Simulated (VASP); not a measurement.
A run of VASP 6.6.1 is set up as follows.

INCAR

```
PREC = Accurate
ENCUT = 520
EDIFF = 1E-6
ISMEAR = -1
SIGMA = 0.08
LREAL = F
LASPH = T
NELM = 100
ALGO = Normal
ISIF = 2
LWAVE = F
LCHARG = T
GGA = PS
LELF = T
LVHAR = T
NBANDS = 16
```

Contents of KPOINTS:

```
regular mesh
0
Gamma
  11 11 11
```

Contents of POSCAR:

```
CdS
1.0
    0.0000000000      2.7477710619      2.7477710619
    2.7477710619      0.0000000000      2.7477710619
    2.7477710619      2.7477710619      0.0000000000
Cd S
1 1
Direct
    0.0000000000      0.0000000000      0.0000000000
    0.2500000000      0.2500000000      0.2500000000
```

Potentials or basis: VASP PAW PBE potentials, release 64 (Cd, S).

Run with:

```bash
$ cat potpaw_PBE.64/Cd/POTCAR potpaw_PBE.64/S/POTCAR > POTCAR
$ mpirun -np 1 vasp_std > vasp.out
```

Estimate the band gap on the k mesh.

1.35 eV, direct.

Predict the pressure.

16.8 GPa.

Caveat: the PAW data sets were made with another functional, which shifts forces and pressure a little.
